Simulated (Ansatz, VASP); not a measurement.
**One calculation of Ce, two programs**

INCAR

```
SYSTEM = Ce
PREC = Accurate
ENCUT = 500
EDIFF = 1E-6
ISMEAR = -1
SIGMA = 0.01
LREAL = .False.
LASPH = .True.
NELM = 200
ALGO = Normal
ISIF = 2
LWAVE = .False.
LCHARG = .False.
GGA = CA
NBANDS = 12
GGA_COMPAT = .False.
LMAXMIX = 6
```

Contents of KPOINTS:

```
regular mesh
0
Gamma
  12 12 12
  0 0 0
```

File POSCAR:

```
Ce
1.0
    0.0000000000      2.2649297842      2.2649297842
    2.2649297842      0.0000000000      2.2649297842
    2.2649297842      2.2649297842      0.0000000000
Ce
1
Direct
    0.0000000000      0.0000000000      0.0000000000
```

Input for Ansatz:

```yaml
crystal:
  lattice:
    - [0.0, 2.2649297842, 2.2649297842]
    - [2.2649297842, 0.0, 2.2649297842]
    - [2.2649297842, 2.2649297842, 0.0]
  atoms:
    - { symbol: Ce, position: [0.0, 0.0, 0.0] }
hamiltonian:
  xc: lda
  pseudopotentials:
    kind: paw
    azcp:
      Ce: "pseudopotentials/Ce.paw.azcp"
basis:
  ecutwfc: 420
  fft_grid_basis: typed
kpoints:
  mp_grid: { grid: [12, 12, 12], shift: [0, 0, 0] }
magnetization:
  spin_polarized: false
scf:
  occupations: { method: fermi_dirac, width: 0.01 }
  lower_state_search: "off"
output:
  stress: true
```

Alike in both runs: task single point; functional LDA; k mesh 12 × 12 × 12; occupations fermi-dirac, width 0.01 eV; no spin polarisation.

```csv
,VASP,Ansatz
version,VASP 6.6.1,Ansatz 0.2.0
potentials or method,"VASP PAW LDA potentials, release 64 (Ce), cutoff 500 eV","plane waves (420 eV) with PAW, scalar-relativistic"
valence electrons in the cell,12,12
```

```tsv
	VASP	Ansatz	Ansatz less VASP
pressure (GPa)	-0.8	-0.3	+0.51
```

Ansatz warns that its potentials were made for another functional, while VASP's fit it. LDA's correlation is that of Perdew and Zunger in VASP and of Perdew and Wang (1992) in Ansatz.

Spin-orbit coupling is off throughout.
